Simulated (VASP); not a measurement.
## SbPb: single point with LDA

Crystal: SbPb.

```
Sb Pb
1.0
     0.00000    3.07392    3.15722
     3.07392    0.00000    3.15722
     3.07392    3.07392    0.00000
Sb Pb
1 1
Direct
  0.50000 0.50000 0.50000
  0.00000 0.00000 0.00000
```

```yaml
Program: VASP 6.6.1
Task: single point
Functional: LDA
Potentials_or_basis: VASP PAW LDA potentials, release 64 (Sb, Pb_d)
Cutoff: 520 eV
k_mesh: 14 × 14 × 14
Occupations: gaussian, width 0.15 eV
Spin: no spin polarisation
```

The pressure is 0.1 GPa. The band gap on the k mesh is zero (an odd number of electrons rules out a gap without spin polarisation).

Stress tensor (GPa, compression positive):
```
 1.04  0.00  0.00
 0.00  1.04  0.00
 0.00  0.00 -1.73
```

Levels at points of the mesh, in eV from the Fermi level:
```
           k point  band 7  band 8  band 9  band 10  band 11  band 12  band 13  band 14
(0.00, 0.00, 0.00)   -3.80   -0.84   -0.84    -0.49     4.18     4.92     4.92     5.76
(0.50, 0.00, 0.00)   -9.09    0.00    0.14     1.00     1.01     1.23     1.33     9.31
(0.50, 0.50, 0.00)   -6.44   -4.91   -2.69    -2.69     3.06     6.91     6.91     8.65
(0.50, 0.00, 0.50)   -6.81   -4.96   -2.95    -2.61     2.97     6.41     7.21     9.03
```

Wall time 4.9 min on 1 thread of Oxide Virtual Turin-like Processor (shared host), peak memory 0.33 GiB.

Caveat: spin-orbit coupling is left out, which moves the levels of the heavy elements; an odd number of electrons without spin polarisation forces a metal; a magnetic or distorted state may lie lower.
